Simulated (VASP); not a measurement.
# CsH (F-43m) in VASP: notebook

CsH is run at these levels: LDA; tasks: single point.

Everything below comes from runs of VASP 6.6.1. Logs are shortened: lines on timing, memory, paths and dates and some standing lists are left out, and cuts for length are marked.

### 1 The cell of the first run

Symmetry: F-43m, No. 216, cubic system. The conventional cell has a = 6.704 Å, b = 6.704 Å, c = 6.704 Å, α = 90.00°, β = 90.00°, γ = 90.00°. Within 3.8 Å of Cs (site symmetry -43m) lie 4 H at 2.90 Å. H (site symmetry -43m) has 4 Cs at 2.90 Å within 3.8 Å.

### 2 Single point, LDA (volume scaled by 1.000 of the coarse rest volume)

INCAR

```
PREC = Accurate ; ENCUT = 520
EDIFF = 1E-6 ; ISMEAR = 0
SIGMA = 0.02 ; LREAL = F
LASPH = T ; NELM = 80
ALGO = Normal ; ISIF = 2
LWAVE = F ; LCHARG = F
NBANDS = 12
```

KPOINTS

```
Automatic mesh
0
Gamma
  8 8 8
```

POSCAR

```
CsH
1.0
    0.0000000000      3.3522000000      3.3522000000
    3.3522000000      0.0000000000      3.3522000000
    3.3522000000      3.3522000000      0.0000000000
Cs H
1 1
Direct
    0.0000000000      0.0000000000      0.0000000000
    0.2500000000      0.2500000000      0.2500000000
```

Potentials or basis: VASP PAW LDA potentials, release 64 (Cs_sv, H).

Launch:

```
$ cat potpaw_LDA.64/Cs_sv/POTCAR potpaw_LDA.64/H/POTCAR > POTCAR
$ mpirun -np 1 vasp_std > vasp.out
```

OUTCAR:

```text
PREC = Accurate
   ENCUT = 520
   EDIFF = 1E-6
   ISMEAR = 0
   LREAL = F
   LASPH = T
   NELM = 80
   ISIF = 2

 ion  position               nearest neighbor table
   1  0.000  0.000  0.000-
   2  0.250  0.250  0.250-

  LATTYP: Found a face centered cubic cell.
 ALAT       =     6.7044000000

  Lattice vectors:

 A1 = (   0.0000000000,   3.3522000000,   3.3522000000)
 A2 = (   3.3522000000,   0.0000000000,   3.3522000000)
 A3 = (   3.3522000000,   3.3522000000,   0.0000000000)

Analysis of symmetry for initial positions (statically):
=====================================================================
 Subroutine PRICEL returns:
 Original cell was already a primitive cell.

 Routine SETGRP: Setting up the symmetry group for a
 face centered cubic supercell.

 Subroutine GETGRP returns: Found 24 space group operations
 (whereof 24 operations were pure point group operations)
 out of a pool of 48 trial point group operations.

The static configuration has the point symmetry T_d .

Analysis of symmetry for dynamics (positions and initial velocities):
=====================================================================
 Subroutine PRICEL returns:
 Original cell was already a primitive cell.

 Routine SETGRP: Setting up the symmetry group for a
 face centered cubic supercell.

 Subroutine GETGRP returns: Found 24 space group operations
 (whereof 24 operations were pure point group operations)
 out of a pool of 48 trial point group operations.

The dynamic configuration has the point symmetry T_d .

 Subroutine INISYM returns: Found 24 space group operations
 (whereof 24 operations are pure point group operations),
 and found     1 'primitive' translations

----------------------------------------------------------------------------------------

                                     Primitive cell

  volume of cell :      75.3390

  direct lattice vectors                    reciprocal lattice vectors
     0.000000000  3.352200000  3.352200000    -0.149155778  0.149155778  0.149155778
     3.352200000  0.000000000  3.352200000     0.149155778 -0.149155778  0.149155778
     3.352200000  3.352200000  0.000000000     0.149155778  0.149155778 -0.149155778

  length of vectors
     4.740726704  4.740726704  4.740726704     0.258345386  0.258345386  0.258345386

  position of ions in fractional coordinates (direct lattice)
     0.000000000  0.000000000  0.000000000
     0.250000000  0.250000000  0.250000000

  ion indices of the primitive-cell ions
   primitive index   ion index
                 1           1
                 2           2

----------------------------------------------------------------------------------------

 KPOINTS: Automatic mesh

Automatic generation of k-mesh.
 Grid dimensions read from file:
 generate k-points for:    8    8    8

 Generating k-lattice:

  Cartesian coordinates                     Fractional coordinates (reciprocal lattice)
    -0.018644472  0.018644472  0.018644472     0.125000000  0.000000000  0.000000000
     0.018644472 -0.018644472  0.018644472     0.000000000  0.125000000  0.000000000
     0.018644472  0.018644472 -0.018644472     0.000000000  0.000000000  0.125000000

  Length of vectors
     0.032293173  0.032293173  0.032293173

  Shift w.r.t. Gamma in fractional coordinates (k-lattice)
     0.000000000  0.000000000  0.000000000

 Subroutine IBZKPT returns following result:
 ===========================================

 Found     29 irreducible k-points:

 Following reciprocal coordinates:
            Coordinates               Weight
  0.000000  0.000000  0.000000      1.000000
  0.125000  0.000000  0.000000      8.000000
  0.250000  0.000000  0.000000      8.000000
  0.375000  0.000000  0.000000      8.000000
  0.500000  0.000000  0.000000      4.000000
  0.125000  0.125000  0.000000      6.000000
[... 16 lines left out ...]
  0.500000  0.250000  0.125000     48.000000
 -0.375000  0.250000  0.125000     24.000000
 [... further k-points ...]
   k-points           NKPTS =     29   k-points in BZ     NKDIM =     29   number of bands    NBANDS=     12
   number of dos      NEDOS =    301   number of ions     NIONS =      2
   total plane-waves  NPLWV =  46656
   dimension x,y,z NGX =    36 NGY =   36 NGZ =   36
   dimension x,y,z NGXF=    72 NGYF=   72 NGZF=   72
   ions per type =               1   1
   NGX,Y,Z   is equivalent  to a cutoff of  12.62, 12.62, 12.62 a.u.
   NGXF,Y,Z  is equivalent  to a cutoff of  25.25, 25.25, 25.25 a.u.
 SYSTEM =  unknown system
   PREC   = accura    normal or accurate (medium, high low for compatibility)
   ISTART =      0    job   : 0-new  1-cont  2-samecut
   ICHARG =      2    charge: 1-file 2-atom 10-const
   ISPIN  =      1    spin polarized calculation?
   LNONCOLLINEAR =      F non collinear calculations
   LSORBIT =      F    spin-orbit coupling
   LASPH  =      T    aspherical Exc in radial PAW
   ENCUT  =  520.0 eV  38.22 Ry    6.18 a.u.   8.81  8.81  8.81*2*pi/ulx,y,z
   NELM   =     80;   NELMIN=  2; NELMDL= -5     # of ELM steps
   EDIFF  = 0.1E-05   stopping-criterion for ELM
   LREAL  =      F    real-space projection
   EDIFFG = 0.1E-04   stopping-criterion for IOM
   NSW    =      0    number of steps for IOM
   IBRION =     -1    ionic relax: 0-MD 1-quasi-New 2-CG
   NFREE  =      0    steps in history (QN), initial steepest desc. (CG)
   ISIF   =      2    stress and relaxation
   ISYM   =      2    0-nonsym 1-usesym 2-fastsym
   POTIM  = 0.5000    time-step for ionic-motion
   TEBEG  =    0.0;   TEEND  =   0.0 temperature during run
   PSTRESS=    0.0 pullay stress
   NELECT =      10.0000    total number of electrons
   NUPDOWN=      -1.0000    fix difference up-down
   EMIN   =  10.00;   EMAX   =-10.00  energy-range for DOS
   EFERMI =   0.00;   METHOD = LEGACY
   ISMEAR =     0;   SIGMA  =   0.02  broadening in eV -4-tet -1-fermi 0-gaus
   EFERMI_NEDOS =   21; number of points for ismear=-14 and -15
   IALGO  =     38    algorithm
   IMIX   =      4    mixing-type and parameters
     AMIX     =   0.40;   BMIX     =  1.00
     AMIX_MAG =   1.60;   BMIX_MAG =  1.00
  volume/ion in A,a.u.               =      37.67       254.21
  Fermi-wavevector in a.u.,A,eV,Ry     =   0.835093  1.578097  9.488438  0.697381
  Thomas-Fermi vector in A             =   1.948594
   LORBIT       =      0    0 simple, 1 ext, 2 COOP (PROOUT), +10 PAW based schemes
   GGA     = CA    functional components
   LHFCALC =     F    Hartree Fock is set to
   AEXX    =    0.0000 exact exchange contribution
   IVDW    =     0    specifies the selected vdW correction
   LEPSILON=     F    determine dielectric tensor
   LRPA    =     F    only Hartree local field effects (RPA)
 non-spin polarized calculation
 Gauss-broadening in eV      SIGMA  =   0.02
  energy-cutoff  :      520.00
  volume of cell :       75.34
 maximum number of plane-waves:      2085
   NGX = 17   NGY = 17   NGZ = 17

 number of electron      10.0000000 magnetization

 number of electron       9.9999998 magnetization

 Free energy of the ion-electron system (eV)
  ---------------------------------------------------
  ext. energy  EPLUGINS =         0.00000000
  ---------------------------------------------------
  free energy    TOTEN  =        -4.71225669 eV

  energy without entropy =       -4.71225669  energy(sigma->0) =       -4.71225669

 E-fermi :  -0.6048     XC(G=0):  -6.8204

 val. band max:       -0.7115309249   @ k =  -0.2500   0.5000   0.2500
 cond. band min:       1.7114973309   @ k =   0.5000   0.5000   0.0000
 fundamental gap:      2.4230282558
 Fermi energy:        -0.6048004952

 k-point     1 :       0.0000    0.0000    0.0000
  band No.  band energies     occupation
      1     -21.7414      2.00000
      2      -8.3412      2.00000
      3      -8.3412      2.00000
      4      -8.3412      2.00000
      5      -2.0609      2.00000
      6       3.4441      0.00000
      7       4.2485      0.00000
      8       4.2485      0.00000
      9       4.2485      0.00000
     10       6.0473      0.00000
     11       6.0473      0.00000
     12       9.3726      0.00000

 k-point     2 :       0.1250    0.0000    0.0000
  band No.  band energies     occupation
      1     -21.7347      2.00000
      2      -8.4423      2.00000
      3      -8.3519      2.00000
      4      -8.3519      2.00000
      5      -1.8750      2.00000
      6       2.8306      0.00000
      7       4.3626      0.00000
      8       4.3626      0.00000
      9       5.0980      0.00000
     10       5.8398      0.00000
     11       5.8398      0.00000
     12       8.6449      0.00000

 k-point     3 :       0.2500    0.0000    0.0000
  band No.  band energies     occupation
      1     -21.7184      2.00000
      2      -8.6688      2.00000
      3      -8.3774      2.00000
      4      -8.3774      2.00000
      5      -1.4822      2.00000
      6       2.4268      0.00000
      7       4.4358      0.00000
      8       4.4358      0.00000
      9       5.8137      0.00000
     10       5.8613      0.00000
     11       5.8613      0.00000
     12       8.6153      0.00000
[... 286 lines left out ...]
 k-point    23 :       0.5000    0.2500    0.1250
  band No.  band energies     occupation
      1     -21.6930      2.00000
      2      -8.8319      2.00000
      3      -8.5568      2.00000
      4      -8.4437      2.00000
      5      -0.9557      2.00000
      6       2.4858      0.00000
      7       3.3505      0.00000
      8       4.8179      0.00000
      9       5.9430      0.00000
     10       7.2862      0.00000
     11       7.5874      0.00000
     12       8.1142      0.00000

 k-point    24 :      -0.3750    0.2500    0.1250
  band No.  band energies     occupation
      1     -21.6875      2.00000
      2      -8.8755      2.00000
      3      -8.5808      2.00000
      4      -8.4602      2.00000
      5      -0.8829      2.00000
      6       2.8053      0.00000
      7       3.1387      0.00000
      8       4.6877      0.00000
      9       6.3104      0.00000
     10       7.3681      0.00000
     11       7.4843      0.00000
     12       7.8852      0.00000

 [... further k-points ...]
[... 5 lines left out ...]
  --------------------------------------------------------------------------------------
  -------------------------------------------------------------------------------------
  Total       -0.0216496     -0.0216496     -0.0216496     -0.0000000      0.0000000      0.0000000
  in kB       -0.4604052     -0.4604052     -0.4604052     -0.0000000      0.0000000      0.0000000
  external PRESSURE =      -0.4604052 kB  Pullay stress =       0.0000000 kB

 VOLUME and BASIS-vectors are now :
 -----------------------------------------------------------------------------
  energy-cutoff  :      520.00
  volume of cell :       75.34
      direct lattice vectors                 reciprocal lattice vectors
     0.000000000  3.352200000  3.352200000    -0.149155778  0.149155778  0.149155778
     3.352200000  0.000000000  3.352200000     0.149155778 -0.149155778  0.149155778
     3.352200000  3.352200000  0.000000000     0.149155778  0.149155778 -0.149155778

 POSITION                                       TOTAL-FORCE (eV/Angst)
 -----------------------------------------------------------------------------------
      0.00000      0.00000      0.00000        -0.000000     -0.000000     -0.000000
      1.67610      1.67610      1.67610         0.000000      0.000000      0.000000
 -----------------------------------------------------------------------------------
    total drift:                                0.000000      0.000000      0.000000

  FREE ENERGIE OF THE ION-ELECTRON SYSTEM (eV)
  ---------------------------------------------------
  free  energy   TOTEN  =        -4.7122566937 eV

  energy  without entropy=       -4.7122566937  energy(sigma->0) =       -4.71225669
```

It took 14 s on 1 thread of AMD EPYC 9R14 (Zen 4), shared host; peak memory 0.15 GiB.

Results:

| Item | Value |
| --- | --- |
| Free energy | -4.7123 eV |
| Pressure | 0.0 GPa |
| Band gap on the k mesh | 2.42 eV, indirect (least direct gap 2.52 eV) |

Caveat: spin-orbit coupling is left out, which moves the levels of the heavy elements.

### 3 Single point, LDA

INCAR

```
PREC = Accurate
ENCUT = 520
EDIFF = 1E-6
ISMEAR = -5
SIGMA = 0.02
LREAL = F
LASPH = T
NELM = 80
ALGO = Normal
ISIF = 2
LWAVE = F
LCHARG = F
NBANDS = 12
```

KPOINTS

```
regular mesh
0
Gamma
  8 8 8
```

POSCAR is that of step 2.

Potentials or basis: VASP PAW LDA potentials, release 64 (Cs_sv, H).

Launch:

```
$ cat potpaw_LDA.64/Cs_sv/POTCAR potpaw_LDA.64/H/POTCAR > POTCAR
$ mpirun -np 1 vasp_std > vasp.out
```

Run time: 14 s. Hardware: 1 thread of AMD EPYC 9R14 (Zen 4), shared host; peak memory 0.14 GiB.

It converged, with:

```yaml
Free_energy: -4.7123 eV
Pressure: 0.0 GPa
Band_gap_on_the_k_mesh: 2.42 eV, indirect (least direct gap 2.52 eV)
```

Levels at points of the mesh, in eV from the valence-band top:
```tsv
k point	band 2	band 3	band 4	band 5	band 6	band 7	band 8	band 9
(0.00, 0.00, 0.00)	-7.63	-7.63	-7.63	-1.35	4.16	4.96	4.96	4.96
(0.50, 0.00, 0.00)	-8.24	-7.70	-7.70	-0.41	3.54	4.86	4.86	6.30
(0.50, 0.50, 0.00)	-8.22	-7.83	-7.83	-0.10	2.42	4.21	7.82	7.82
```

Caveat: spin-orbit coupling is left out, which moves the levels of the heavy elements. A k mesh can miss the band edges.
